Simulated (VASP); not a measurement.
# BN (F-43m) in VASP: a series of runs

BN is run at these levels: LDA; tasks: elastic constants, vibrations by perturbation theory.

Everything below comes from runs of VASP 6.6.1. Logs are shortened: lines on timing, memory, paths and dates and some standing lists are left out, and cuts for length are marked.

### 1 The cell of the first run

Symmetry: F-43m, No. 216, cubic system. The conventional cell has a = 3.566 Å, b = 3.566 Å, c = 3.566 Å, α = 90.00°, β = 90.00°, γ = 90.00°. Within 2.1 Å of B (site symmetry -43m) lie 4 N at 1.54 Å. N (site symmetry -43m) has 4 B at 1.54 Å within 2.1 Å.

### 2 Elastic constants, LDA

INCAR

```
PREC = Accurate
ENCUT = 600
EDIFF = 1E-8
ISMEAR = 0
SIGMA = 0.01
LREAL = False
LASPH = True
NELM = 100
ALGO = Normal
ISIF = 3
LWAVE = False
LCHARG = True
GGA = CA
NBANDS = 11
IBRION = 6
NFREE = 2
POTIM = 0.015
NSW = 1
```

KPOINTS

```
regular mesh
0
Gamma
  12 12 12
```

POSCAR

```
BN
1.0
    0.0000000000      1.7830345723      1.7830345723
    1.7830345723      0.0000000000      1.7830345723
    1.7830345723      1.7830345723      0.0000000000
B N
1 1
Direct
    0.0000000000      0.0000000000      0.0000000000
    0.7500000000      0.7500000000      0.7500000000
```

Potentials or basis: VASP PAW LDA potentials, release 64 (B, N).

The run is started by

```bash
$ cat potpaw_LDA.64/B/POTCAR potpaw_LDA.64/N/POTCAR > POTCAR
$ mpirun -np 1 vasp_std > vasp.out
```

OUTCAR:

```text
PREC = Accurate
   ENCUT = 600
   EDIFF = 1E-8
   ISMEAR = 0
   LREAL = False
   LASPH = True
   NELM = 100
   ISIF = 3
   GGA = CA
   IBRION = 6
   NFREE = 2
   POTIM = 0.015
   NSW = 1

 ion  position               nearest neighbor table
   1  0.000  0.000  0.000-   2 1.54   2 1.54   2 1.54   2 1.54
   2  0.750  0.750  0.750-   1 1.54   1 1.54   1 1.54   1 1.54

  LATTYP: Found a face centered cubic cell.
 ALAT       =     3.5660691446

  Lattice vectors:

 A1 = (   0.0000000000,   1.7830345723,   1.7830345723)
 A2 = (   1.7830345723,   0.0000000000,   1.7830345723)
 A3 = (   1.7830345723,   1.7830345723,   0.0000000000)

Analysis of symmetry for initial positions (statically):
=====================================================================
 Subroutine PRICEL returns:
 Original cell was already a primitive cell.

 Routine SETGRP: Setting up the symmetry group for a
 face centered cubic supercell.

 Subroutine GETGRP returns: Found 24 space group operations
 (whereof 24 operations were pure point group operations)
 out of a pool of 48 trial point group operations.

The static configuration has the point symmetry T_d .

Analysis of symmetry for dynamics (positions and initial velocities):
=====================================================================
 Subroutine PRICEL returns:
 Original cell was already a primitive cell.

 Routine SETGRP: Setting up the symmetry group for a
 face centered cubic supercell.

 Subroutine GETGRP returns: Found 24 space group operations
 (whereof 24 operations were pure point group operations)
 out of a pool of 48 trial point group operations.

The dynamic configuration has the point symmetry T_d .

 Subroutine INISYM returns: Found 24 space group operations
 (whereof 24 operations are pure point group operations),
 and found     1 'primitive' translations

----------------------------------------------------------------------------------------

[... 352 lines left out ...]
     11      36.2042      0.00000
[... 309 lines left out ...]
 k-point    24 :      -0.4167    0.1667    0.0000
  band No.  band energies     occupation
      1      -7.7704      2.00000
      2      -2.4419      2.00000
      3       3.6040      2.00000
      4       5.2430      2.00000
      5      17.2954      0.00000
      6      20.2295      0.00000
      7      20.6256      0.00000
      8      23.9176      0.00000
      9      29.2591      0.00000
     10      33.7052      0.00000
     11      35.0665      0.00000

 [... further k-points ...]
[... 5 lines left out ...]
  --------------------------------------------------------------------------------------
  -------------------------------------------------------------------------------------
  Total        0.4115453      0.4146802      0.4146802      0.0000000     -0.0531693      0.0000000
  in kB       58.1592691     58.6022904     58.6022904      0.0000000     -7.5138478      0.0000000
  external PRESSURE =      58.4546167 kB  Pullay stress =       0.0000000 kB
[... 17 lines left out ...]
  FREE ENERGIE OF THE ION-ELECTRON SYSTEM (eV)
  ---------------------------------------------------
  free  energy   TOTEN  =       -19.4101455501 eV

  energy  without entropy=      -19.4101455501  energy(sigma->0) =      -19.41014555

 INTERNAL STRAIN TENSORS FROM STRAINED CELLS
 ============================================

 INTERNAL STRAIN TENSOR FOR ION    1 for displacements in x,y,z  (eV/Angst):
          X           Y           Z          XY          YZ          ZX
  --------------------------------------------------------------------------------
  x     0.00000     0.00000    -0.00000     0.00000    -3.54688     0.00000
  y    -0.00000    -0.00000    -0.00000     0.00000    -0.00000    -3.54696
  z    -0.00000    -0.00000     0.00000    -3.54474    -0.00000     0.00000

 INTERNAL STRAIN TENSORS FROM DISPLACED ATOMS
 ============================================

 INTERNAL STRAIN TENSOR FOR ION    1 for displacements in x,y,z  (eV/Angst):
          X           Y           Z          XY          YZ          ZX
  --------------------------------------------------------------------------------
  x    -0.00000     0.00000     0.00000     0.00000    -3.55226     0.00000
  y     0.00000     0.00000     0.00000     0.00000     0.00000    -3.55226
  z     0.00000     0.00000    -0.00000    -3.55226     0.00000     0.00000

 INTERNAL STRAIN TENSOR FOR ION    2 for displacements in x,y,z  (eV/Angst):
          X           Y           Z          XY          YZ          ZX
  --------------------------------------------------------------------------------
  x     0.00000     0.00000     0.00000     0.00000     3.53982     0.00000
  y     0.00000    -0.00000     0.00000     0.00000     0.00000     3.53982
  z     0.00000     0.00000     0.00000     3.53982     0.00000     0.00000

 Eigenvectors and eigenvalues of the dynamical matrix
 ----------------------------------------------------

   1 f  =   32.568515 THz   204.634016 2PiTHz 1086.368731 cm-1   134.692496 meV
             X         Y         Z           dx          dy          dz
      0.000000  0.000000  0.000000     0.000000    0.751223    0.000000
      2.674552  2.674552  2.674552     0.000000   -0.660048    0.000000
[... 21 lines left out ...]
   6 f/i=    0.001730 THz     0.010873 2PiTHz    0.057723 cm-1     0.007157 meV
             X         Y         Z           dx          dy          dz
      0.000000  0.000000  0.000000     0.000000    0.000000   -0.660048
      2.674552  2.674552  2.674552     0.000000    0.000000   -0.751223

--------------------------------------------------------------------------------------------------------

 ELASTIC MODULI CONTR FROM IONIC RELAXATION (kBar)
 Direction    XX          YY          ZZ          XY          YZ          ZX
 --------------------------------------------------------------------------------
 XX          -0.0000     -0.0000      0.0000      0.0000     -0.0000      0.0000
 YY          -0.0000     -0.0000     -0.0000      0.0000      0.0000      0.0000
 ZZ           0.0000     -0.0000     -0.0000     -0.0000      0.0000      0.0000
 XY           0.0000      0.0000     -0.0000    -67.1178      0.0000      0.0000
 YZ          -0.0000      0.0000      0.0000      0.0000    -67.1178      0.0000
 ZX           0.0000      0.0000      0.0000      0.0000      0.0000    -67.1178
 --------------------------------------------------------------------------------

 TOTAL ELASTIC MODULI (kBar)
 Direction    XX          YY          ZZ          XY          YZ          ZX
 --------------------------------------------------------------------------------
 XX        8420.0247   2038.7911   2038.7911      0.0000     -0.0000     -0.0000
 YY        2038.7911   8420.0247   2038.7911      0.0000      0.0000      0.0000
 ZZ        2038.7911   2038.7911   8420.0247     -0.0000      0.0000      0.0000
 XY           0.0000      0.0000     -0.0000   4900.5754      0.0000      0.0000
 YZ          -0.0000      0.0000      0.0000      0.0000   4900.5754      0.0000
 ZX          -0.0000      0.0000      0.0000      0.0000      0.0000   4900.5754
 --------------------------------------------------------------------------------
```

Run time: 2.4 min. Hardware: 1 thread of Intel Xeon 6975P-C (Granite Rapids), shared host; peak memory 0.23 GiB.

What came out:

| Quantity | Value |
| --- | --- |
| Elastic constants C11, C12, C44 | 842, 204, 490 GPa |
| Voigt bulk modulus | 417 GPa |
| Highest phonon frequency at Γ, LO-TO splitting left out | 1086 cm⁻¹ |

Phonon frequencies in cm⁻¹ (negative: imaginary):
```
              q point           frequencies
(0.000, 0.000, 0.000)  0 0 0 1086 1086 1086
```

Elastic tensor in Voigt notation (GPa, in the Cartesian axes of the cell as first typed):
```
842 204 204   0   0   0
204 842 204   0   0   0
204 204 842   0   0   0
  0   0   0 490   0   0
  0   0   0   0 490   0
  0   0   0   0   0 490
```

Clamped-ion elastic tensor (GPa):
```
842 204 204   0   0   0
204 842 204   0   0   0
204 204 842   0   0   0
  0   0   0 497   0   0
  0   0   0   0 497   0
  0   0   0   0   0 497
```

Caveat: the cell is under stress, which shifts elastic constants.

### 3 Vibrations by perturbation theory, LDA

This run uses another cell than the first one, of 5.27 Å³/atom, 0.930 times its volume.

INCAR

```
SYSTEM = BN
PREC = Accurate
ENCUT = 520
EDIFF = 1E-8
ISMEAR = 0
SIGMA = 0.01
LREAL = .False.
LASPH = .True.
NELM = 80
ALGO = Normal
ISIF = 2
LWAVE = .False.
LCHARG = .True.
GGA = CA
IBRION = 8
NSW = 1
LEPSILON = .True.
```

KPOINTS

```
Automatic mesh
0
Gamma
  12 12 12
  0 0 0
```

POSCAR

```
BN
1.0
    0.0000000000      1.7401318096      1.7401318096
    1.7401318096      0.0000000000      1.7401318096
    1.7401318096      1.7401318096      0.0000000000
B N
1 1
Direct
    0.0000000000      0.0000000000      0.0000000000
    0.7500000000      0.7500000000      0.7500000000
```

Potentials or basis: VASP PAW LDA potentials, release 64 (B, N).

The run is started by

```bash
$ cat potpaw_LDA.64/B/POTCAR potpaw_LDA.64/N/POTCAR > POTCAR
$ mpirun -np 1 vasp_std > vasp.out
```

OUTCAR:

```text
SYSTEM = BN
   PREC = Accurate
   ENCUT = 520
   EDIFF = 1E-8
   ISMEAR = 0
   LREAL = .False.
   LASPH = .True.
   NELM = 80
   ISIF = 2
   GGA = CA
   IBRION = 8
   NSW = 1
   LEPSILON = .True.

 ion  position               nearest neighbor table
   1  0.000  0.000  0.000-   2 1.51   2 1.51   2 1.51   2 1.51
   2  0.750  0.750  0.750-   1 1.51   1 1.51   1 1.51   1 1.51

  LATTYP: Found a face centered cubic cell.
 ALAT       =     3.4802636192

  Lattice vectors:

 A1 = (   0.0000000000,   1.7401318096,   1.7401318096)
 A2 = (   1.7401318096,   0.0000000000,   1.7401318096)
 A3 = (   1.7401318096,   1.7401318096,   0.0000000000)

Analysis of symmetry for initial positions (statically):
=====================================================================
 Subroutine PRICEL returns:
 Original cell was already a primitive cell.

 Routine SETGRP: Setting up the symmetry group for a
 face centered cubic supercell.

 Subroutine GETGRP returns: Found 24 space group operations
 (whereof 24 operations were pure point group operations)
 out of a pool of 48 trial point group operations.

The static configuration has the point symmetry T_d .

Analysis of symmetry for dynamics (positions and initial velocities):
=====================================================================
 Subroutine PRICEL returns:
 Original cell was already a primitive cell.

 Routine SETGRP: Setting up the symmetry group for a
 face centered cubic supercell.

 Subroutine GETGRP returns: Found 24 space group operations
 (whereof 24 operations were pure point group operations)
 out of a pool of 48 trial point group operations.

The dynamic configuration has the point symmetry T_d .

 Subroutine INISYM returns: Found 24 space group operations
 (whereof 24 operations are pure point group operations),
 and found     1 'primitive' translations

----------------------------------------------------------------------------------------

                                     Primitive cell

  volume of cell :      10.5384

  direct lattice vectors                    reciprocal lattice vectors
     0.000000000  1.740131810  1.740131810    -0.287334555  0.287334555  0.287334555
     1.740131810  0.000000000  1.740131810     0.287334555 -0.287334555  0.287334555
     1.740131810  1.740131810  0.000000000     0.287334555  0.287334555 -0.287334555

  length of vectors
     2.460918005  2.460918005  2.460918005     0.497678049  0.497678049  0.497678049

  position of ions in fractional coordinates (direct lattice)
     0.000000000  0.000000000  0.000000000
     0.750000000  0.750000000  0.750000000

[... 452 lines left out ...]
 -----------------------------------------------------------------------------
    -0.00052  1.02964  0.00000
     1.02964 -0.00052  0.00000
     0.00000  0.00000  0.00042

--------------------------------------- Ionic step        4  -------------------------------------------

------------------------ aborting loop because EDIFF is reached ----------------------------------------

[... ionic steps 5 to 6 ...]

--------------------------------------- Ionic step        7  -------------------------------------------

 Free energy of the ion-electron system (eV)
  ---------------------------------------------------
  ---------------------------------------------------
  free energy    TOTEN  =        -0.22889832 eV

  energy without entropy =       -0.22889832

------------------------ aborting loop because EDIFF is reached ----------------------------------------

 INTERNAL STRAIN TENSOR  FOR ION    2  DIRECTION 1   (eV/Angst):
 -----------------------------------------------------------------------------
     0.01293  0.00000  0.00000
     0.00000 -0.00514  7.62308
     0.00000  7.62308 -0.00514

 MACROSCOPIC STATIC DIELECTRIC TENSOR (including local field effects in DFT)
 ------------------------------------------------------
           4.497865     0.000000    -0.000000
          -0.000000     4.497865     0.000000
           0.000000    -0.000000     4.497865
 ------------------------------------------------------

 PIEZOELECTRIC TENSOR (including local field effects)  for field in x, y, z        (e  Angst)
          XX          YY          ZZ          XY          YZ          ZX
  --------------------------------------------------------------------------------
  x    -0.00000    -0.00000     0.00000     0.00000     0.67801     0.00000
  y     0.00000    -0.00000     0.00000     0.00000     0.00000     0.67801
  z     0.00000     0.00000     0.00000     0.67801     0.00000     0.00000

 PIEZOELECTRIC TENSOR (including local field effects)  for field in x, y, z        (C/m^2)
          XX          YY          ZZ          XY          YZ          ZX
  --------------------------------------------------------------------------------
  x    -0.00000    -0.00000     0.00000     0.00000     1.03079     0.00000
  y     0.00000    -0.00000     0.00000     0.00000     0.00000     1.03079
  z     0.00000     0.00000     0.00000     1.03079     0.00000     0.00000

 BORN EFFECTIVE CHARGES (including local field effects) (in |e|, cummulative output)
 ---------------------------------------------------------------------------------
 ion    1
    1     1.83186     0.00000     0.00000
    2     0.00000     1.83186     0.00000
    3     0.00000    -0.00000     1.83186
 ion    2
    1    -1.83186    -0.00000    -0.00000
    2    -0.00000    -1.83186    -0.00000
    3    -0.00000     0.00000    -1.83186

 INTERNAL STRAIN TENSOR FOR ION    2 for displacements in x,y,z  (eV/Angst):
          X           Y           Z          XY          YZ          ZX
  --------------------------------------------------------------------------------
  x     0.00000    -0.00000    -0.00000     0.00000     7.62308     0.00000
  y     0.00000     0.00000     0.00000     0.00000     0.00000     7.62308
  z    -0.00000    -0.00000     0.00000     7.62308     0.00000     0.00000

 SECOND DERIVATIVES (NOT SYMMETRIZED)
 ------------------------------------
               1X          1Y          1Z          2X          2Y          2Z
  1X   -31.532960    0.000000    0.000000   31.532960    0.000000    0.000000
  1Y     0.000000  -31.532960    0.000000    0.000000   31.532960    0.000000
  1Z     0.000000    0.000000  -31.532960    0.000000    0.000000   31.532960
  2X    31.528933    0.000000    0.000000  -31.528933    0.000000    0.000000
  2Y     0.000000   31.528933    0.000000    0.000000  -31.528933    0.000000
  2Z     0.000000    0.000000   31.528933    0.000000    0.000000  -31.528933

 Eigenvectors and eigenvalues of the dynamical matrix
 ----------------------------------------------------

   1 f  =   35.541802 THz   223.315725 2PiTHz 1185.546887 cm-1   146.989014 meV
             X         Y         Z           dx          dy          dz
      0.000000  0.000000  0.000000     0.751209    0.000000    0.000000
      2.610198  2.610198  2.610198    -0.660065    0.000000    0.000000
[... 21 lines left out ...]
   6 f/i=    0.001125 THz     0.007071 2PiTHz    0.037541 cm-1     0.004654 meV
             X         Y         Z           dx          dy          dz
      0.000000  0.000000  0.000000     0.153962   -0.400028    0.501955
      2.610198  2.610198  2.610198     0.175222   -0.455266    0.571267

--------------------------------------------------------------------------------------------------------

 MACROSCOPIC STATIC DIELECTRIC TENSOR IONIC CONTRIBUTION
 ------------------------------------------------------
           1.827422    -0.000000    -0.000000
          -0.000000     1.827422    -0.000000
          -0.000000    -0.000000     1.827422
 ------------------------------------------------------

 ELASTIC MODULI CONTR FROM IONIC RELAXATION (kBar)
 Direction    XX          YY          ZZ          XY          YZ          ZX
 --------------------------------------------------------------------------------
 XX          -0.0000      0.0000      0.0000      0.0000     -0.0000      0.0000
 YY           0.0000     -0.0000      0.0000      0.0000      0.0000     -0.0000
 ZZ           0.0000      0.0000     -0.0000     -0.0000      0.0000      0.0000
 XY           0.0000      0.0000     -0.0000   -273.6020      0.0000      0.0000
 YZ          -0.0000      0.0000      0.0000      0.0000   -273.6020      0.0000
 ZX           0.0000     -0.0000      0.0000      0.0000      0.0000   -273.6020
 --------------------------------------------------------------------------------

 PIEZOELECTRIC TENSOR IONIC CONTR  for field in x, y, z        (C/m^2)
          XX          YY          ZZ          XY          YZ          ZX
  --------------------------------------------------------------------------------
  x    -0.00000     0.00000     0.00000     0.00000    -0.66535     0.00000
  y     0.00000    -0.00000     0.00000     0.00000     0.00000    -0.66535
  z     0.00000     0.00000    -0.00000    -0.66535     0.00000     0.00000
```

It took 1.7 min on 1 thread of AMD EPYC 9R45 (Zen 5), shared host; peak memory 0.13 GiB.

What came out:

```yaml
Electronic_dielectric_tensor_diagonal: 4.50
Born_charges_mean_of_the_diagonal: B +1.83; N -1.83 e
Highest_phonon_frequency_at_Γ_LO-TO_splitting_left_out: 1186 cm⁻¹
```

Phonon frequencies in cm⁻¹ (negative: imaginary):
| q point | frequencies |
| --- | --- |
| (0.000, 0.000, 0.000) | 0 0 0 1186 1186 1186 |

Electronic dielectric tensor:
```
4.50 0.00 0.00
0.00 4.50 0.00
0.00 0.00 4.50
```

Born effective charge tensors (e):
atom 1, B
```
1.83 0.00 0.00
0.00 1.83 0.00
0.00 0.00 1.83
```
atom 2, N
```
-1.83  0.00  0.00
 0.00 -1.83  0.00
 0.00  0.00 -1.83
```

Caveat: the cell wasn't relaxed at this level first, which shifts response properties.

(Part 1 of 3 ends here.)
